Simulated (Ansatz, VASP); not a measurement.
Nb3Pb: VASP beside Ansatz

INCAR

```
SYSTEM = Nb3Pb
ALGO = Normal
EDIFF = 1E-6
ENCUT = 520
GGA = PE
ISIF = 2
ISMEAR = -1
LASPH = .True.
LCHARG = .True.
LELF = .True.
LREAL = .False.
LVHAR = .True.
LWAVE = .False.
NBANDS = 63
NELM = 60
PREC = Accurate
SIGMA = 0.1171
```

The input KPOINTS:

```
k-points
0
Gamma
  7 7 7
  0 0 0
```

POSCAR

```
Nb3Pb
1.0
    5.3027590000      0.0000000000      0.0000000000
    0.0000000000      5.3027590000      0.0000000000
    0.0000000000      0.0000000000      5.3027590000
Nb Pb
6 2
Direct
    0.2500000000      0.0000000000      0.5000000000
    0.5000000000      0.7500000000      0.0000000000
    0.7500000000      0.0000000000      0.5000000000
    0.5000000000      0.2500000000      0.0000000000
    0.0000000000      0.5000000000      0.7500000000
    0.0000000000      0.5000000000      0.2500000000
    0.0000000000      0.0000000000      0.0000000000
    0.5000000000      0.5000000000      0.5000000000
```

Input for Ansatz:

```yaml
crystal:
  lattice:
    - [5.302759, 0.0, 0.0]
    - [0.0, 5.302759, 0.0]
    - [0.0, 0.0, 5.302759]
  atoms:
    - { symbol: Nb, position: [0.25, 0.0, 0.5] }
    - { symbol: Nb, position: [0.5, 0.75, 0.0] }
    - { symbol: Nb, position: [0.75, 0.0, 0.5] }
    - { symbol: Nb, position: [0.5, 0.25, 0.0] }
    - { symbol: Nb, position: [0.0, 0.5, 0.75] }
    - { symbol: Nb, position: [0.0, 0.5, 0.25] }
    - { symbol: Pb, position: [0.0, 0.0, 0.0] }
    - { symbol: Pb, position: [0.5, 0.5, 0.5] }
  symmetry: { tolerance: 0.0003 }
kpoints:
  mp_grid: { grid: [7, 7, 7], shift: [0, 0, 0] }
  band_path:
    path:
      - [0.0, 0.0, 0.0]
      - [0.0, 0.5, 0.0]
      - [0.5, 0.5, 0.0]
      - [0.0, 0.0, 0.0]
      - [0.5, 0.5, 0.5]
      - [0.0, 0.5, 0.0]
      - [0.5, 0.5, 0.5]
      - [0.5, 0.5, 0.0]
    npoints: 8
magnetization:
  spin_polarized: false
scf:
  occupations: { method: fermi_dirac, width: 0.1171 }
  lower_state_search: "off"
  max_iter: 200
hamiltonian:
  pseudopotentials: { kind: paw }
  xc: pbe
basis:
  ecutwfc: 420
  fft_grid_basis: typed
output:
  forces: true
  stress: true
  eigenvalues: true
  bader: true
  populations: true
  elf: true
  write_potential: true
  volumetric_format: npy
  dos:
    e_range: [-12, 8]
    de: 0.05
    projected: { site_lists: { Nb: [Nb], Pb: [Pb] } }
checkpoint:
  read: saved_state
```

Alike in both runs: task single point; functional PBE; k mesh 7 × 7 × 7; occupations fermi-dirac, width 0.1171 eV; no spin polarisation.

|  | VASP | Ansatz |
| --- | --- | --- |
| version | VASP 6.6.1 | Ansatz 0.2.0 |
| potentials or method | VASP PAW PBE potentials, release 64 (Nb_sv, Pb_d), cutoff 520 eV | PAW plane waves |
| valence electrons in the cell | 106 | 106 |

|  | VASP | Ansatz | Ansatz less VASP |
| --- | --- | --- | --- |
| pressure (GPa) | 6.4 | 6.7 | +0.25 |

With one functional, cell and mesh, what is left measures potentials, basis and numerics.

Spin-orbit coupling is off throughout.
